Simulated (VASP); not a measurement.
# AgBr (Fm-3m) in VASP: further runs

AgBr is run at these levels: PBE; tasks: single point.

All numbers are computed with VASP 6.6.1; they aren't measurements. Logs are shortened: lines on timing, memory, paths and dates and some standing lists are left out, and cuts for length are marked.

## (1) The cell of the first run

Symmetry: Fm-3m, No. 225, cubic system. Conventional cell: a = 5.740 Å, b = 5.740 Å, c = 5.740 Å, α = 90.00°, β = 90.00°, γ = 90.00°. Within 3.8 Å of Ag (site symmetry m-3m) lie 6 Br at 2.87 Å. Br (site symmetry m-3m) has 6 Ag at 2.87 Å within 3.8 Å.

## (2) Single point, PBE

INCAR reads:

```
ALGO = Normal
EDIFF = 1E-6
ENCUT = 500
GGA = PE
GGA_COMPAT = False
ISIF = 2
ISMEAR = 0
LASPH = True
LCHARG = False
LREAL = False
LWAVE = False
NBANDS = 16
NELM = 120
PREC = Accurate
SIGMA = 0.01
```

KPOINTS reads:

```
k-points
0
Gamma
  3 3 3
```

POSCAR reads:

```
AgBr
1.0
    4.0590050000      0.0000000000      0.0000000000
    2.0295025000      3.5152014441      0.0000000000
    2.0295025000      1.1717338147      3.3141637045
Ag Br
1 1
Direct
    0.0000000000      0.0000000000      0.0000000000
    0.5000000000      0.5000000000      0.5000000000
```

Potentials or basis: VASP PAW PBE potentials, release 64 (Ag, Br).

Started as:

```
$ cat potpaw_PBE.64/Ag/POTCAR potpaw_PBE.64/Br/POTCAR > POTCAR
$ mpirun -np 1 vasp_std > vasp.out
```

OUTCAR:

```text
EDIFF = 1E-6
   ENCUT = 500
   GGA = PE
   ISIF = 2
   ISMEAR = 0
   LASPH = True
   LREAL = False
   NELM = 120
   PREC = Accurate

 ion  position               nearest neighbor table
   1  0.000  0.000  0.000-   2 2.87   2 2.87   2 2.87   2 2.87   2 2.87   2 2.87
   2  0.500  0.500  0.500-   1 2.87   1 2.87   1 2.87   1 2.87   1 2.87   1 2.87

  LATTYP: Found a face centered cubic cell.
 ALAT       =     5.7402999208

  Lattice vectors:

 A1 = (   4.0590050000,   0.0000000000,   0.0000000000)
 A2 = (   2.0295025000,   3.5152014441,   0.0000000000)
 A3 = (   2.0295025000,   1.1717338147,   3.3141637045)

Analysis of symmetry for initial positions (statically):
=====================================================================
 Subroutine PRICEL returns:
 Original cell was already a primitive cell.

 Routine SETGRP: Setting up the symmetry group for a
 face centered cubic supercell.

 Subroutine GETGRP returns: Found 48 space group operations
 (whereof 48 operations were pure point group operations)
 out of a pool of 48 trial point group operations.

The static configuration has the point symmetry O_h .

Analysis of symmetry for dynamics (positions and initial velocities):
=====================================================================
 Subroutine PRICEL returns:
 Original cell was already a primitive cell.

 Routine SETGRP: Setting up the symmetry group for a
 face centered cubic supercell.

 Subroutine GETGRP returns: Found 48 space group operations
 (whereof 48 operations were pure point group operations)
 out of a pool of 48 trial point group operations.

The dynamic configuration has the point symmetry O_h .

 Subroutine INISYM returns: Found 48 space group operations
 (whereof 48 operations are pure point group operations),
 and found     1 'primitive' translations

----------------------------------------------------------------------------------------

                                     Primitive cell

  volume of cell :      47.2872

  direct lattice vectors                    reciprocal lattice vectors
     4.059005000  0.000000000  0.000000000     0.246365797 -0.142239359 -0.100578415
     2.029502500  3.515201444  0.000000000     0.000000000  0.284478718 -0.100578415
     2.029502500  1.171733815  3.314163704     0.000000000  0.000000000  0.301735246

  length of vectors
     4.059005000  4.059005000  4.059005000     0.301735246  0.301735246  0.301735246

  position of ions in fractional coordinates (direct lattice)
     0.000000000  0.000000000  0.000000000
     0.500000000  0.500000000  0.500000000

  ion indices of the primitive-cell ions
   primitive index   ion index
                 1           1
                 2           2

----------------------------------------------------------------------------------------

 KPOINTS: k-points

Automatic generation of k-mesh.
 Grid dimensions read from file:
 generate k-points for:    3    3    3

 Generating k-lattice:

  Cartesian coordinates                     Fractional coordinates (reciprocal lattice)
     0.082121932 -0.047413120 -0.033526138     0.333333333  0.000000000  0.000000000
     0.000000000  0.094826239 -0.033526138     0.000000000  0.333333333  0.000000000
     0.000000000  0.000000000  0.100578415     0.000000000  0.000000000  0.333333333

  Length of vectors
     0.100578415  0.100578415  0.100578415

  Shift w.r.t. Gamma in fractional coordinates (k-lattice)
     0.000000000  0.000000000  0.000000000

 Subroutine IBZKPT returns following result:
 ===========================================

 Found      4 irreducible k-points:

 Following reciprocal coordinates:
            Coordinates               Weight
  0.000000  0.000000  0.000000      1.000000
  0.333333  0.000000  0.000000      8.000000
  0.333333  0.333333  0.000000      6.000000
 -0.333333  0.333333 -0.000000     12.000000
   k-points           NKPTS =      4   k-points in BZ     NKDIM =      4   number of bands    NBANDS=     16
   number of dos      NEDOS =    301   number of ions     NIONS =      2
   total plane-waves  NPLWV =  27000
   dimension x,y,z NGX =    30 NGY =   30 NGZ =   30
   dimension x,y,z NGXF=    60 NGYF=   60 NGZF=   60
   ions per type =               1   1
   NGX,Y,Z   is equivalent  to a cutoff of  12.29, 12.29, 12.29 a.u.
   NGXF,Y,Z  is equivalent  to a cutoff of  24.57, 24.57, 24.57 a.u.
 SYSTEM =  unknown system
   PREC   = accura    normal or accurate (medium, high low for compatibility)
   ISTART =      0    job   : 0-new  1-cont  2-samecut
   ICHARG =      2    charge: 1-file 2-atom 10-const
   ISPIN  =      1    spin polarized calculation?
   LNONCOLLINEAR =      F non collinear calculations
   LSORBIT =      F    spin-orbit coupling
   LASPH  =      T    aspherical Exc in radial PAW
   ENCUT  =  500.0 eV  36.75 Ry    6.06 a.u.   7.40  7.40  7.40*2*pi/ulx,y,z
   NELM   =    120;   NELMIN=  2; NELMDL= -5     # of ELM steps
   EDIFF  = 0.1E-05   stopping-criterion for ELM
   LREAL  =      F    real-space projection
   EDIFFG = 0.1E-04   stopping-criterion for IOM
   NSW    =      0    number of steps for IOM
   IBRION =     -1    ionic relax: 0-MD 1-quasi-New 2-CG
   NFREE  =      0    steps in history (QN), initial steepest desc. (CG)
   ISIF   =      2    stress and relaxation
   ISYM   =      2    0-nonsym 1-usesym 2-fastsym
   POTIM  = 0.5000    time-step for ionic-motion
   TEBEG  =    0.0;   TEEND  =   0.0 temperature during run
   PSTRESS=    0.0 pullay stress
   NELECT =      18.0000    total number of electrons
   NUPDOWN=      -1.0000    fix difference up-down
   EMIN   =  10.00;   EMAX   =-10.00  energy-range for DOS
   EFERMI =   0.00;   METHOD = LEGACY
   ISMEAR =     0;   SIGMA  =   0.01  broadening in eV -4-tet -1-fermi 0-gaus
   EFERMI_NEDOS =   21; number of points for ismear=-14 and -15
   IALGO  =     38    algorithm
   IMIX   =      4    mixing-type and parameters
     AMIX     =   0.40;   BMIX     =  1.00
     AMIX_MAG =   1.60;   BMIX_MAG =  1.00
  volume/ion in A,a.u.               =      23.64       159.55
  Fermi-wavevector in a.u.,A,eV,Ry     =   1.186454  2.242074 19.152571  1.407674
  Thomas-Fermi vector in A             =   2.322627
   LORBIT       =      0    0 simple, 1 ext, 2 COOP (PROOUT), +10 PAW based schemes
   GGA     = PE    functional components
   LHFCALC =     F    Hartree Fock is set to
   AEXX    =    0.0000 exact exchange contribution
   IVDW    =     0    specifies the selected vdW correction
   LEPSILON=     F    determine dielectric tensor
   LRPA    =     F    only Hartree local field effects (RPA)
 non-spin polarized calculation
 Gauss-broadening in eV      SIGMA  =   0.01
  energy-cutoff  :      500.00
  volume of cell :       47.29
 maximum number of plane-waves:      1243
 NGX is ok and might be reduce to    30
   NGX = 15   NGY = 15   NGZ = 15

 number of electron      18.0000002 magnetization

 Free energy of the ion-electron system (eV)
  ---------------------------------------------------
  ext. energy  EPLUGINS =         0.00000000
  ---------------------------------------------------
  free energy    TOTEN  =        -4.87775369 eV

  energy without entropy =       -4.87775369  energy(sigma->0) =       -4.87775369

 E-fermi :   3.3387     XC(G=0):  -9.8423

 val. band max:        3.2842289548   @ k =   0.3333   0.0000   0.0000
 cond. band min:       4.3128734424   @ k =   0.0000   0.0000   0.0000
 fundamental gap:      1.0286444876
 Fermi energy:         3.3386835863

 k-point     1 :       0.0000    0.0000    0.0000
  band No.  band energies     occupation
      1     -11.3859      2.00000
      2       0.8102      2.00000
      3       0.8102      2.00000
      4       0.8102      2.00000
      5       0.8138      2.00000
      6       0.8138      2.00000
      7       1.7498      2.00000
      8       1.7498      2.00000
      9       1.7498      2.00000
     10       4.3129      0.00000
     11      13.5560      0.00000
     12      13.5560      0.00000
     13      13.5560      0.00000
     14      14.7923      0.00000
     15      15.4125      0.00000
     16      15.4125      0.00000

 k-point     2 :       0.3333    0.0000    0.0000
  band No.  band energies     occupation
      1     -11.0543      2.00000
      2      -1.0927      2.00000
      3      -0.3273      2.00000
      4      -0.3273      2.00000
      5       1.0366      2.00000
      6       1.0366      2.00000
      7       1.3738      2.00000
      8       3.2842      2.00000
      9       3.2842      2.00000
     10       7.1458      0.00000
     11      10.2995      0.00000
     12      11.0901      0.00000
     13      11.0901      0.00000
     14      14.9738      0.00000
     15      15.6718      0.00000
     16      15.6718      0.00000

 k-point     3 :       0.3333    0.3333    0.0000
  band No.  band energies     occupation
      1     -11.0072      2.00000
      2      -0.9324      2.00000
      3       0.6058      2.00000
      4       0.6175      2.00000
      5       0.6175      2.00000
      6       0.9334      2.00000
      7       1.6106      2.00000
      8       1.6106      2.00000
      9       1.8509      2.00000
     10       6.2756      0.00000
     11      11.0300      0.00000
     12      11.1067      0.00000
     13      13.6130      0.00000
     14      13.6130      0.00000
     15      17.8426      0.00000
     16      19.3010      0.00000

 k-point     4 :      -0.3333    0.3333   -0.0000
  band No.  band energies     occupation
      1     -10.8858      2.00000
      2      -0.9129      2.00000
      3      -0.3691      2.00000
      4      -0.3425      2.00000
      5       1.0443      2.00000
      6       1.1315      2.00000
      7       1.5147      2.00000
      8       1.6244      2.00000
      9       2.9353      2.00000
     10       7.3155      0.00000
     11      10.0209      0.00000
     12      11.5034      0.00000
     13      12.0497      0.00000
     14      14.8915      0.00000
     15      15.9639      0.00000
     16      19.2730      0.00000

------------------------ aborting loop because EDIFF is reached ----------------------------------------

  FORCE on cell =-STRESS in cart. coord.  units (eV):
  Direction    XX          YY          ZZ          XY          YZ          ZX
  --------------------------------------------------------------------------------------
  -------------------------------------------------------------------------------------
  Total        0.9294153      0.9294153      0.9294153      0.0000000     -0.0000000      0.0000000
  in kB       31.4902874     31.4902874     31.4902874      0.0000000     -0.0000000      0.0000000
  external PRESSURE =      31.4902874 kB  Pullay stress =       0.0000000 kB

 VOLUME and BASIS-vectors are now :
 -----------------------------------------------------------------------------
  energy-cutoff  :      500.00
  volume of cell :       47.29
      direct lattice vectors                 reciprocal lattice vectors
     4.059005000  0.000000000  0.000000000     0.246365797 -0.142239359 -0.100578415
     2.029502500  3.515201444  0.000000000     0.000000000  0.284478718 -0.100578415
     2.029502500  1.171733815  3.314163704     0.000000000  0.000000000  0.301735246

 POSITION                                       TOTAL-FORCE (eV/Angst)
 -----------------------------------------------------------------------------------
      0.00000      0.00000      0.00000        -0.000000      0.000000      0.000000
      4.05900      2.34347      1.65708         0.000000     -0.000000      0.000000
 -----------------------------------------------------------------------------------
    total drift:                                0.000000     -0.000000     -0.000000

  FREE ENERGIE OF THE ION-ELECTRON SYSTEM (eV)
  ---------------------------------------------------
  free  energy   TOTEN  =        -4.8777536865 eV

  energy  without entropy=       -4.8777536865  energy(sigma->0) =       -4.87775369
```

It took 10 s on 1 thread of Intel Xeon 8259CL, shared host; peak memory 0.16 GiB.

What came out:

* Free energy: -4.8778 eV
* Pressure: 3.1 GPa
* Band gap on the k mesh: 1.03 eV, indirect (least direct gap 2.56 eV)

Levels at points of the mesh, in eV from the valence-band top:
```csv
k point,band 6,band 7,band 8,band 9,band 10,band 11,band 12,band 13
"(0.00, 0.00, 0.00)",-2.47,-1.53,-1.53,-1.53,1.03,10.27,10.27,10.27
```

Caveat: the k points lie up to 0.63 Å⁻¹ apart. A k mesh can miss the band edges.

## (3) Single point, PBE

INCAR reads:

```
SYSTEM = AgBr
PREC = Accurate
ENCUT = 500
EDIFF = 1E-6
ISMEAR = 0
SIGMA = 0.01
LREAL = .False.
LASPH = .True.
NELM = 120
ALGO = Normal
ISIF = 2
LWAVE = .False.
LCHARG = .True.
GGA = PE
LELF = .True.
LVHAR = .True.
NBANDS = 16
GGA_COMPAT = .False.
```

KPOINTS reads:

```
regular mesh
0
Gamma
  4 4 4
  0 0 0
```

POSCAR is that of step 2.

Potentials or basis: VASP PAW PBE potentials, release 64 (Ag, Br).

Started as:

```
$ cat potpaw_PBE.64/Ag/POTCAR potpaw_PBE.64/Br/POTCAR > POTCAR
$ mpirun -np 1 vasp_std > vasp.out
```

Run time: 15 s. Hardware: 1 thread of Intel Xeon 8259CL, shared host; peak memory 0.16 GiB.

The run converged. Its results:

| Quantity | Value |
| --- | --- |
| Free energy | -4.9586 eV |
| Pressure | 2.6 GPa |
| Band gap on the k mesh | 0.67 eV, indirect (least direct gap 2.60 eV) |

Levels at points of the mesh, in eV from the valence-band top:
```tsv
k point	band 5	band 6	band 7	band 8	band 9	band 10	band 11	band 12	band 13	band 14
(0.00, 0.00, 0.00)	-2.81	-2.81	-1.93	-1.93	-1.93	0.67	9.91	9.91	9.91	11.14
(0.50, 0.00, 0.00)	-2.50	-2.50	-2.16	0.00	0.00	3.73	6.59	6.75	6.75	12.24
(0.50, 0.50, 0.00)	-2.84	-2.65	-2.40	-2.40	-2.29	1.59	7.05	9.07	11.04	11.04
```

Caveat: the k points lie up to 0.47 Å⁻¹ apart. A k mesh can miss the band edges.

## (4) Single point, PBE

INCAR reads:

```
SYSTEM = AgBr
PREC     = Accurate       ! precision mode
ENCUT    = 500            ! plane-wave cutoff, eV
EDIFF    = 1E-6           ! SCF threshold, eV
ISMEAR   = 0              ! smearing method
SIGMA    = 0.01           ! smearing width, eV
LREAL    = .FALSE.        ! projectors in reciprocal space
LASPH    = .TRUE.         ! aspherical terms in the spheres
NELM     = 120            ! most SCF steps
ALGO     = Normal         ! electronic algorithm
ISIF     = 2              ! what is computed and relaxed
LWAVE    = .FALSE.        ! write WAVECAR
LCHARG   = .FALSE.        ! write CHGCAR
GGA      = PE             ! functional
NBANDS   = 16             ! bands
GGA_COMPAT= .FALSE.
```

KPOINTS reads:

```
regular mesh
0
G
  5 5 5
  0 0 0
```

POSCAR is that of step 3.

Started as:

```
$ cat potpaw_PBE.64/Ag/POTCAR potpaw_PBE.64/Br/POTCAR > POTCAR
$ mpirun -np 1 vasp_std > vasp.out
```

Run time: 16 s. Hardware: 1 thread of Intel Xeon 8259CL, shared host; peak memory 0.17 GiB.

The run converged. Its results:

```yaml
Free_energy: -4.9781 eV
Pressure: 2.3 GPa
Band_gap_on_the_k_mesh: 0.81 eV, indirect (least direct gap 2.60 eV)
```

Levels at points of the mesh, in eV from the valence-band top:
| k point | band 5 | band 6 | band 7 | band 8 | band 9 | band 10 | band 11 | band 12 | band 13 | band 14 |
| --- | --- | --- | --- | --- | --- | --- | --- | --- | --- | --- |
| (0.00, 0.00, 0.00) | -2.66 | -2.66 | -1.79 | -1.79 | -1.79 | 0.81 | 10.05 | 10.05 | 10.05 | 11.28 |

A k mesh can miss the band edges. A hybrid or GW would open this gap; PBE tends to underestimate it.

## (5) Overview

```csv
k mesh,gap on the mesh (eV),pressure (GPa)
3 × 3 × 3,1.03,3.1
4 × 4 × 4,0.67,2.6
5 × 5 × 5,0.81,2.3
```

Alike in all rows: task single point; level PBE; potentials or basis VASP PAW PBE potentials, release 64 (Ag, Br); no spin polarisation; cell as given; cutoff (eV) 500; smearing gaussian 0.01 eV.

Caveats: some runs use coarse meshes.

Absolute energies hang on the potentials; compare differences alone.
